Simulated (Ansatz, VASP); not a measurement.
# InSb in VASP and in Ansatz

Contents of POSCAR:

```
InSb
1.0
    0.0000000000      3.4982280000      2.9799720000
    3.4982280000      0.0000000000      2.9799720000
    3.4982280000      3.4982280000      0.0000000000
In Sb
1 1
Direct
    0.0000000000      0.0000000000      0.0000000000
    0.7500000000      0.7500000000      0.7500000000
```

File INCAR.step1:

```
  ALGO = Normal
  EDIFF = 1E-4
  ENCUT = 520
  GGA = PE
  ISMEAR = 0
  LASPH = True
  LCHARG = False
  LREAL = False
  LWAVE = True
  NBANDS = 16
  NELM = 80
  PREC = Accurate
  SIGMA = 0.03
```

File INCAR.step2:

```
  ALGO = Normal
  EDIFF = 1E-6
  ENCUT = 520
  ISIF = 2
  ISMEAR = 0
  ISTART = 1
  LASPH = True
  LCHARG = False
  LMIXTAU = True
  LREAL = False
  LWAVE = False
  METAGGA = R2SCAN
  NBANDS = 16
  NELM = 80
  PREC = Accurate
  SIGMA = 0.03
```

KPOINTS

```
k-points
0
Gamma
  10 10 10
```

Input for Ansatz:

```yaml
crystal:
  lattice:
    - [0.0, 3.498228, 2.979972]
    - [3.498228, 0.0, 2.979972]
    - [3.498228, 3.498228, 0.0]
  atoms:
    - { symbol: In, position: [0.0, 0.0, 0.0] }
    - { symbol: Sb, position: [0.75, 0.75, 0.75] }
basis:
  ecutwfc: 500
kpoints:
  mp_grid: { grid: [10, 10, 10] }
hamiltonian:
  xc: r2scan
scf:
  occupations: { method: gaussian, width: 0.03 }
output:
  forces: true
  stress: true
  eigenvalues: true
```

Change from the starting cell: strain +0.080 along x and y, -0.080 along z, atoms carried along.

Alike in both runs: task single point; functional r2SCAN; k mesh 10 × 10 × 10; occupations gaussian, width 0.03 eV; no spin polarisation.

|  | VASP | Ansatz |
| --- | --- | --- |
| version | VASP 6.6.1 | Ansatz 0.2.0 |
| potentials or method | VASP PAW PBE potentials, release 64 (In_d, Sb), cutoff 520 eV | scalar-relativistic, plane waves, PAW |
| valence electrons in the cell | 18 | 28 |

|  | VASP | Ansatz | Ansatz less VASP |
| --- | --- | --- | --- |
| gap on the k mesh at the Fermi level (eV) | 0.31 | 0.31 | -0.001 |
| least direct gap on the mesh (eV) | 0.61 | 0.61 | -0.001 |
| pressure (GPa) | -1.7 | -1.7 | 0.00 |
| traceless stress, the component that is largest in VASP (GPa) | 2.38 | 2.38 | -0.001 |

VASP's potentials were made for PBE, not for r2SCAN. The functional is the same, so the differences come from potentials, cutoffs and numerics. VASP's potentials hold 18 valence electrons a cell and Ansatz's 28, so a difference there can come from the potentials and not from the codes.

Neither program's run includes spin-orbit coupling.
